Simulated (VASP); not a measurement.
Set up this calculation in VASP 6.6.1, as the native input.

```
Task                   : relaxation of cell and atoms
Functional             : r2SCAN
Potentials or basis    : VASP PAW PBE potentials, release 64 (Li_sv, Mg)
Cutoff                 : 600 eV
k mesh                 : 6 × 12 × 12
Occupations            : gaussian, width 0.1 eV
Spin                   : no spin polarisation
Dipole correction      : no
Further INCAR settings : ALGO = Normal; EDIFF = 1e-06; IBRION = 2; EDIFFG = -0.025; NSW = 90; ISIF = 3
```

LiMg2:

```
Li Mg
1.0
     7.28203    0.00000    0.00000
     0.00000    3.09317    0.00000
     0.00000    0.00000    3.09317
Li Mg
1 2
Direct
  0.00000 0.00000 0.00000
  0.29019 0.50000 0.50000
  0.70981 0.50000 0.50000
```

One way to write it, as run:

POSCAR

```
LiMg2
1.0
    7.2820264328      0.0000000000      0.0000000000
    0.0000000000      3.0931681617      0.0000000000
    0.0000000000      0.0000000000      3.0931681617
Li Mg
1 2
Direct
    0.0000000000      0.0000000000      0.0000000000
    0.2901922423      0.5000000000      0.5000000000
    0.7098077577      0.5000000000      0.5000000000
```

INCAR.step1

```
SYSTEM = LiMg2
PREC = Accurate
ENCUT = 600
ISMEAR = 0
SIGMA = 0.1
LREAL = .False.
LASPH = .True.
NELM = 80
GGA = PE
ALGO = Normal
EDIFF = 1E-4
LWAVE = .True.
LCHARG = .False.
```

INCAR.step2

```
SYSTEM = LiMg2
PREC = Accurate
ENCUT = 600
EDIFF = 1E-6
ISMEAR = 0
SIGMA = 0.1
LREAL = .False.
LASPH = .True.
NELM = 80
ALGO = Normal
ISIF = 3
LWAVE = .False.
LCHARG = .False.
METAGGA = R2SCAN
LMIXTAU = .True.
IBRION = 2
NSW = 90
EDIFFG = -0.025
ISTART = 1
```

KPOINTS

```
regular mesh
0
Gamma
  6 12 12
  0 0 0
```

Potentials or basis: VASP PAW PBE potentials, release 64 (Li_sv, Mg).

The run is started by

```console
$ cat potpaw_PBE.64/Li_sv/POTCAR potpaw_PBE.64/Mg/POTCAR > POTCAR
$ cp INCAR.step1 INCAR
$ mpirun -np 1 vasp_std > vasp.out
$ cp INCAR.step2 INCAR
$ mpirun -np 1 vasp_std > vasp.out
```

It gave:

| Quantity | Value |
| --- | --- |
| Relaxed volume | 22.81 Å³/atom |
| Relaxed cell | a = 7.509 Å, b = 3.019 Å, c = 3.019 Å, α = 90.00°, β = 90.00°, γ = 90.00° |
| Space group after relaxing (to 0.05 Å) | P4/mmm (No. 123) |
| Energy gained by relaxing | 7.2 meV/atom |
| Ionic steps | 7 |
| Pressure after relaxing | 0.0 GPa |
| Largest force after relaxing | 0.014 eV/Å |

Caveat: the cutoff is under 1.25 times the usual one of these potentials, so pressure, stress and relaxed cells hold a basis-set (Pulay) error; the PAW data sets were made with another functional, which shifts forces and pressure a little.

It took 38 min on 1 thread of Oxide Virtual Turin-like Processor (shared host), peak memory 0.25 GiB.
